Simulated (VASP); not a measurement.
Here is a VASP 6.6.1 calculation.

File INCAR:

```
ALGO = Normal ; EDIFF = 1E-6
ENCUT = 520 ; GGA = PE
ISIF = 2 ; ISMEAR = 0
LASPH = T ; LCHARG = F
LREAL = F ; LWAVE = F
NBANDS = 26 ; NELM = 100
PREC = Accurate ; SIGMA = 0.1
```

The input KPOINTS:

```
k-points
0
Gamma
  10 10 10
```

The input POSCAR:

```
Si4BW
1.0
   -3.2347302490      3.2347302490      2.0948280816
    3.2347302490     -3.2347302490      2.0948280816
    3.2347302490      3.2347302490     -2.0948280816
Si B W
4 1 1
Direct
    0.0000000000      0.3129113143      0.3129113143
    0.0000000000      0.6870886857      0.6870886857
    0.3129113143      0.0000000000      0.3129113143
    0.6870886857      0.0000000000      0.6870886857
    0.0000000000      0.0000000000      0.0000000000
    0.5000000000      0.5000000000      0.0000000000
```

Potentials or basis: VASP PAW PBE potentials, release 64 (Si, B, W_sv).

Command:

```bash
$ cat potpaw_PBE.64/Si/POTCAR potpaw_PBE.64/B/POTCAR potpaw_PBE.64/W_sv/POTCAR > POTCAR
$ mpirun -np 1 vasp_std > vasp.out
```

**Question.** Estimate the pressure.

**Answer.** 0.0 GPa.

**Question.** Predict the largest force.

**Answer.** 0.004 eV/Å.

Stress tensor (GPa, compression positive):
```
-0.01  0.00  0.00
 0.00 -0.01  0.00
 0.00  0.00  0.12
```
